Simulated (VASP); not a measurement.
The system is KZnF3.

```
K Zn F
1.0
     4.04742    0.00000    0.00000
     0.00000    4.04742    0.00000
     0.00000    0.00000    4.04742
K Zn F
1 1 3
Direct
  0.00000 0.00000 0.00000
  0.50000 0.50000 0.50000
  0.00000 0.50000 0.50000
  0.50000 0.00000 0.50000
  0.50000 0.50000 0.00000
```

| Quantity | Value |
| --- | --- |
| Program | VASP 6.6.1 |
| Task | relaxation of cell and atoms |
| Functional | PBE |
| Potentials or basis | VASP PAW PBE potentials, release 64 (K_sv, Zn, F) |
| Cutoff | 600 eV |
| k mesh | 6 × 6 × 6 |
| Occupations | gaussian, width 0.02 eV |
| Spin | no spin polarisation |

At the start: pressure 5.0 GPa; volume 13.26 Å³/atom.

Problem. Where does the relaxation end?

Solution. Over 3 steps the energy falls by 12.4 meV/atom and the volume is 14.11 Å³/atom (+6.4 %); space group Pm-3m (No. 221, to 0.1 Å) before and after.

Step by step:
```
step  energy change (eV)  largest force (eV/Å)  pressure (GPa)  volume (Å³)
   1              0.0000                0.0000            4.98        66.30
   2             -0.0618                0.0000            0.19        70.34
   3             -0.0619                0.0000           -0.01        70.53
```

Final structure:
```xyz
5
Lattice="4.1317 0.0000 0.0000 0.0000 4.1317 0.0000 0.0000 0.0000 4.1317" Properties=species:S:1:pos:R:3 pbc="T T T"
K     0.0000    0.0000    0.0000
Zn    2.0658    2.0658    2.0658
F     0.0000    2.0658    2.0658
F     2.0658    0.0000    2.0658
F     2.0658    2.0658    0.0000
```
